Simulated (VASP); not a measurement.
Write the native input for VASP 6.6.1 that does the following.

```
Task                   : single point
Functional             : LDA
Potentials or basis    : VASP PAW LDA potentials, release 64 (Ge_d, H)
Cutoff                 : 520 eV
k mesh                 : 3 × 3 × 1
Occupations            : gaussian, width 0.05 eV
Spin                   : no spin polarisation
Dipole correction      : yes
Further INCAR settings : LREAL = Auto; ALGO = Fast; EDIFF = 1e-06; NBANDS = 164
```

The structure of Ge5H2 lies in POSCAR:

```
Ge5H2
1.0
    7.9504584305      0.0000000000      0.0000000000
    0.0000000000      7.9504584305      0.0000000000
    0.0000000000      0.0000000000     19.3782629924
Ge H
20 8
Direct
    0.5000000000      0.5000000000      0.2531929680
    0.5000000000      0.0000000000      0.2531929680
    0.0000000000      0.5000000000      0.2531929680
    0.0000000000      0.0000000000      0.2531929680
    0.7500000000      0.5000000000      0.3257204060
    0.7500000000      0.0000000000      0.3257204060
    0.2500000000      0.5000000000      0.3257204060
    0.2500000000      0.0000000000      0.3257204060
    0.7510483151      0.7488199719      0.4043434442
    0.7510483151      0.2511800281      0.4043434442
    0.2461696882      0.7472819582      0.3978379849
    0.2461696882      0.2527180418      0.3978379849
    0.0069148507      0.7464463662      0.4785231315
    0.0069148507      0.2535536338      0.4785231315
    0.4934105680      0.7266096052      0.4752205937
    0.4934105680      0.2733903948      0.4752205937
    0.0826382891      0.0000000000      0.5518790661
    0.1058622054      0.5000000000      0.5518790661
    0.3729314411      0.0000000000      0.5088612127
    0.4351577896      0.5000000000      0.5640867527
    0.5090621173      0.6542935074      0.2055986752
    0.5090621173      0.3457064926      0.2055986752
    0.5090621173      0.1542935074      0.2055986752
    0.5090621173     -0.1542935074      0.2055986752
   -0.0090621173      0.3457064926      0.2055986752
   -0.0090621173      0.6542935074      0.2055986752
   -0.0090621173     -0.1542935074      0.2055986752
   -0.0090621173      0.1542935074      0.2055986752
```

These files were run (other wordings do the same):

INCAR

```
PREC = Accurate
ENCUT = 520
EDIFF = 1E-6
ISMEAR = 0
SIGMA = 0.05
LREAL = Auto
LASPH = T
NELM = 60
ALGO = Fast
ISIF = 2
LWAVE = F
LCHARG = F
LDIPOL = T
IDIPOL = 3
DIPOL = 0.5 0.5 0.345
NBANDS = 164
```

KPOINTS

```
Automatic mesh
0
Gamma
  3 3 1
```

Potentials or basis: VASP PAW LDA potentials, release 64 (Ge_d, H).

Run with:

```sh
$ cat potpaw_LDA.64/Ge_d/POTCAR potpaw_LDA.64/H/POTCAR > POTCAR
$ mpirun -np 1 vasp_std > vasp.out
```

It gave:

```
Largest force : 0.990 eV/Å
```

It took 41 min on 1 thread of Oxide Virtual Turin-like Processor, with other jobs on the host, peak memory 0.98 GiB.
